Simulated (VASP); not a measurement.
Wanted: the native input for a VASP 6.6.1 run.

| Property | Result |
| --- | --- |
| Task | single point |
| Functional | LDA |
| Potentials or basis | VASP PAW LDA potentials, release 64 (Hf_pv, I, N) |
| Cutoff | 520 eV |
| k mesh | 6 × 6 × 6 |
| Occupations | gaussian, width 0.01 eV |
| Spin | no spin polarisation |
| Dipole correction | no |
| Further INCAR settings | ALGO = Normal; EDIFF = 1e-07; NBANDS = 31 |

The structure of HfIN lies in POSCAR:

```
HfIN
1.0
    1.8943602590      1.0937088234     11.0587372906
   -1.8943602590      1.0937088234     11.0587372906
    0.0000000000     -2.1874186727     11.0587372906
Hf I N
2 2 2
Direct
    0.7944020000      0.7944020000      0.7944020000
    0.2055980000      0.2055980000      0.2055980000
    0.3930470000      0.3930470000      0.3930470000
    0.6069530000      0.6069530000      0.6069530000
    0.1399440000      0.1399440000      0.1399440000
    0.8600560000      0.8600560000      0.8600560000
```

These files were run (other wordings do the same):

INCAR

```
SYSTEM = HfIN
  ALGO = Normal
  EDIFF = 1E-7
  ENCUT = 520
  GGA = CA
  ISIF = 2
  ISMEAR = 0
  LASPH = .TRUE.
  LCHARG = .FALSE.
  LREAL = .FALSE.
  LWAVE = .FALSE.
  NBANDS = 31
  NELM = 80
  PREC = Accurate
  SIGMA = 0.01
```

KPOINTS

```
k-points
0
G
  6 6 6
  0 0 0
```

Potentials or basis: VASP PAW LDA potentials, release 64 (Hf_pv, I, N).

Run with:

```console
$ cat potpaw_LDA.64/Hf_pv/POTCAR potpaw_LDA.64/I/POTCAR potpaw_LDA.64/N/POTCAR > POTCAR
$ mpirun -np 1 vasp_std > vasp.out
```

Results of the run:

```yaml
Pressure: -11.8 GPa
Largest_force: 0.939 eV/Å
Band_gap_on_the_k_mesh: 0.95 eV (least direct gap 2.03 eV)
```

Caveat: the cell stands under tension; spin-orbit coupling is left out, which moves the levels of the heavy elements.

Wall time 25 min on 1 thread of Intel(R) Xeon(R) Platinum 8559C (Emerald Rapids), with other jobs on the host, peak memory 0.79 GiB.
